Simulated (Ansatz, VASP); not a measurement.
## One calculation of C, two programs

```
C
1.0
     2.12732   -1.22828    0.00000
     2.12732    1.22828    0.00000
    -1.37907    0.00000    3.60791
C
2
Direct
  0.83336 0.83336 0.00009
  0.16664 0.16664 0.99991
```

Alike in both runs: task single point; functional PBEsol; k mesh 16 × 16 × 10; occupations fermi-dirac, width 0.1 eV; no spin polarisation.

|  | VASP | Ansatz |
| --- | --- | --- |
| version | VASP 6.6.1 | Ansatz 0.2.0 |
| potentials or method | VASP PAW PBE potentials, release 64 (C), cutoff 520 eV | plane waves, PAW |
| valence electrons in the cell | 8 | 8 |

|  | VASP | Ansatz | Ansatz less VASP |
| --- | --- | --- | --- |
| pressure (GPa) | 1.4 | 0.8 | -0.61 |
| traceless stress, the component that is largest in VASP (GPa) | -1.37 | -0.66 | +0.708 |

VASP's potentials were made for PBE, not for PBEsol.
